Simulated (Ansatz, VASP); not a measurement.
One calculation of Si3Ge, two programs

File INCAR:

```
SYSTEM = Si3Ge
  PREC = Accurate
  ENCUT = 600
  EDIFF = 1E-6
  ISMEAR = 0
  SIGMA = 0.1
  LREAL = .FALSE.
  LASPH = .TRUE.
  NELM = 100
  ALGO = Normal
  ISIF = 3
  LWAVE = .FALSE.
  LCHARG = .FALSE.
  GGA = PE
  IBRION = 2
  NSW = 90
  EDIFFG = -0.04
```

File KPOINTS:

```
Automatic mesh
0
G
  4 4 4
  0 0 0
```

POSCAR

```
Si3Ge
1.0
    4.8224428500      0.0000000000      0.0000000000
    0.0000000000      4.8224428500      0.0000000000
    0.0000000000      0.0000000000      4.8224428500
Si Ge
6 2
Direct
    0.5000000000      0.2500000000      0.0000000000
    0.5000000000      0.7500000000      0.0000000000
    0.2500000000      0.0000000000      0.5000000000
    0.7500000000      0.0000000000      0.5000000000
    0.0000000000      0.5000000000      0.2500000000
    0.0000000000      0.5000000000      0.7500000000
    0.5000000000      0.5000000000      0.5000000000
    0.0000000000      0.0000000000      0.0000000000
```

Input for Ansatz:

```yaml
crystal:
  lattice:
    - [4.82244285, 0.0, 0.0]
    - [0.0, 4.82244285, 0.0]
    - [0.0, 0.0, 4.82244285]
  atoms:
    - { symbol: Si, position: [0.5, 0.25, 0.0] }
    - { symbol: Si, position: [0.5, 0.75, 0.0] }
    - { symbol: Si, position: [0.25, 0.0, 0.5] }
    - { symbol: Si, position: [0.75, 0.0, 0.5] }
    - { symbol: Si, position: [0.0, 0.5, 0.25] }
    - { symbol: Si, position: [0.0, 0.5, 0.75] }
    - { symbol: Ge, position: [0.5, 0.5, 0.5] }
    - { symbol: Ge, position: [0.0, 0.0, 0.0] }
basis:
  ecutwfc: 420
kpoints:
  mp_grid: { grid: [4, 4, 4] }
hamiltonian:
  xc: pbe
scf:
  occupations: { method: gaussian, width: 0.1 }
  lower_state_search: "off"
output:
  forces: true
  stress: true
  eigenvalues: true
relax:
  adjacent_minimum: "off"
  f_tol: 0.04
  max_steps: 70
  cell: { stress_tol: 0.4 }
```

Change from the starting cell: species swapped into the V3Sn type (Pm-3n, No. 223).

Alike in both runs: task relaxation of cell and atoms; functional PBE; k mesh 4 × 4 × 4; occupations gaussian, width 0.1 eV; no spin polarisation.

```csv
,VASP,Ansatz
version,VASP 6.6.1,Ansatz 0.2.0
potentials or method,"VASP PAW PBE potentials, release 64 (Si, Ge_d), cutoff 600 eV","scalar-relativistic, plane waves, PAW"
valence electrons in the cell,52,52
```

VASP gave:

| Item | Value |
| --- | --- |
| gap on the k mesh at the Fermi level, each at its own relaxed structure (eV) | none |
| relaxed volume (Å³/atom) | 16.23 |
| relaxed cell length with the largest relative difference (Å) | 5.063 |

Task: Estimate Ansatz's values.

Result: gap on the k mesh at the Fermi level, each at its own relaxed structure (eV): none; relaxed volume (Å³/atom): 16.20; relaxed cell length with the largest relative difference (Å): 5.061.

A gap of «none» marks a metal or a gap that the smearing closes.

Noted on VASP's run: the volume moved by over 15 % at a fixed basis, so the end points are rough.
